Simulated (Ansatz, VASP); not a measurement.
# One calculation of KCl, two programs

Contents of POSCAR:

```
KCl
1.0
    0.0000000000      3.1605725637      3.1605725637
    3.1605725637      0.0000000000      3.1605725637
    3.1605725637      3.1605725637      0.0000000000
K Cl
1 1
Direct
    0.0000000000      0.0000000000      0.0000000000
    0.5000000000      0.5000000000      0.5000000000
```

INCAR.step1

```
PREC     = Accurate       # precision mode
ENCUT    = 520            # plane-wave cutoff, eV
EDIFF    = 1E-5           # SCF threshold, eV
ISMEAR   = 0              # smearing method
SIGMA    = 0.01           # smearing width, eV
LREAL    = False          # projectors in reciprocal space
LASPH    = True           # aspherical terms in the spheres
NELM     = 60             # most SCF steps
ALGO     = Normal         # electronic algorithm
ISIF     = 2              # what is computed and relaxed
LWAVE    = True           # write WAVECAR
LCHARG   = False          # write CHGCAR
NBANDS   = 15             # bands
GGA      = PE             # functional
```

File INCAR.step2:

```
PREC     = Accurate       # precision mode
ENCUT    = 520            # plane-wave cutoff, eV
EDIFF    = 1E-7           # SCF threshold, eV
ISMEAR   = 0              # smearing method
SIGMA    = 0.01           # smearing width, eV
LREAL    = False          # projectors in reciprocal space
LASPH    = True           # aspherical terms in the spheres
NELM     = 60             # most SCF steps
ALGO     = Normal         # electronic algorithm
ISIF     = 2              # what is computed and relaxed
LWAVE    = False          # write WAVECAR
LCHARG   = False          # write CHGCAR
GGA      = PE             # functional
LHFCALC  = True           # exact exchange
HFSCREEN = 0.2079         # screening, 1/A
PRECFOCK = Normal       
NBANDS   = 15             # bands
ISTART   = 1
```

The input KPOINTS:

```
Automatic mesh
0
Gamma
  6 6 6
```

Input for Ansatz:

```yaml
crystal:
  lattice:
    - [0.0, 3.1605725637, 3.1605725637]
    - [3.1605725637, 0.0, 3.1605725637]
    - [3.1605725637, 3.1605725637, 0.0]
  atoms:
    - { symbol: K, position: [0.0, 0.0, 0.0] }
    - { symbol: Cl, position: [0.5, 0.5, 0.5] }
kpoints:
  mp_grid: { grid: [6, 6, 6] }
  band_path:
    path:
      - [0.0, 0.0, 0.0]
      - [0.5, 0.0, 0.5]
      - [0.625, 0.25, 0.625]
      - [0.375, 0.375, 0.75]
      - [0.5, 0.5, 0.5]
      - [0.5, 0.25, 0.75]
    npoints: 1
hamiltonian:
  xc: hse06
scf:
  occupations: { method: fixed }
  n_extra_bands: 4
output:
  forces: true
  stress: true
  eigenvalues: true
```

Change from the starting cell: hydrostatic strain +0.5%.

Alike in both runs: task single point; functional HSE06; k mesh 6 × 6 × 6; no spin polarisation.

```csv
,VASP,Ansatz
version,VASP 6.6.1,Ansatz 0.2.0
potentials or method,"VASP PAW PBE potentials, release 64 (K_sv, Cl)","plane waves, PAW"
plane-wave cutoff (eV),520,420
occupations,"gaussian, width 0.01 eV",fixed
valence electrons in the cell,16,16
```

```csv
,VASP,Ansatz,Ansatz less VASP
gap on the k mesh at the Fermi level (eV),6.45,6.45,+0.004
pressure (GPa),0.2,0.2,-0.03
```

Ansatz's warnings: stress exchange threshold loose, stress scf threshold loose.
